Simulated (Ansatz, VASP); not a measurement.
**GaN: VASP beside Ansatz**

The input POSCAR:

```
GaN
1.0
    0.0000000000      2.2489526325      2.2489526325
    2.2489526325      0.0000000000      2.2489526325
    2.2489526325      2.2489526325      0.0000000000
Ga N
1 1
Direct
    0.0000000000      0.0000000000      0.0000000000
    0.7500000000      0.7500000000      0.7500000000
```

Contents of INCAR.step1:

```
PREC = Accurate
ENCUT = 520
EDIFF = 1E-5
ISMEAR = 0
SIGMA = 0.01
LREAL = F
LASPH = T
NELM = 60
ALGO = Normal
ISIF = 2
LWAVE = T
LCHARG = F
NBANDS = 16
GGA = PE
```

INCAR.step2

```
PREC = Accurate
ENCUT = 520
EDIFF = 1E-6
ISMEAR = 0
SIGMA = 0.01
LREAL = F
LASPH = T
NELM = 60
ALGO = Normal
ISIF = 2
LWAVE = F
LCHARG = F
GGA = PE
LHFCALC = T
HFSCREEN = 0.2079
PRECFOCK = Normal
NBANDS = 16
ISTART = 1
```

Contents of KPOINTS:

```
regular mesh
0
Gamma
  6 6 6
```

Input for Ansatz:

```yaml
crystal:
  lattice:
    - [0.0, 2.2489526325, 2.2489526325]
    - [2.2489526325, 0.0, 2.2489526325]
    - [2.2489526325, 2.2489526325, 0.0]
  atoms:
    - { symbol: Ga, position: [0.0, 0.0, 0.0] }
    - { symbol: "N", position: [0.75, 0.75, 0.75] }
kpoints:
  mp_grid: { grid: [6, 6, 6] }
  band_path:
    path:
      - [0.0, 0.0, 0.0]
      - [-0.5, -0.5, 0.0]
      - [-0.375, -0.375, 0.25]
      - [-0.375, 0.0, 0.375]
      - [0.0, 0.0, 0.5]
      - [-0.5, -0.25, 0.25]
    npoints: 1
hamiltonian:
  xc: hse06
scf:
  occupations: { method: fixed }
  n_extra_bands: 4
output:
  forces: true
  stress: true
  eigenvalues: true
```

Alike in both runs: task single point; functional HSE06; k mesh 6 × 6 × 6; no spin polarisation.

|  | VASP | Ansatz |
| --- | --- | --- |
| version | VASP 6.6.1 | Ansatz 0.2.0 |
| potentials or method | VASP PAW PBE potentials, release 64 (Ga_d, N) | plane waves, PAW |
| plane-wave cutoff (eV) | 520 | 420 |
| occupations | gaussian, width 0.01 eV | fixed |
| valence electrons in the cell | 18 | 18 |

VASP gave:

* gap on the k mesh at the Fermi level (eV): 3.02
* pressure (GPa): -0.1

Problem. What did Ansatz give for the same quantities?

Solution. gap on the k mesh at the Fermi level (eV): 3.01; pressure (GPa): 0.0.

Ansatz's warnings: stress exchange threshold loose, stress scf threshold loose.
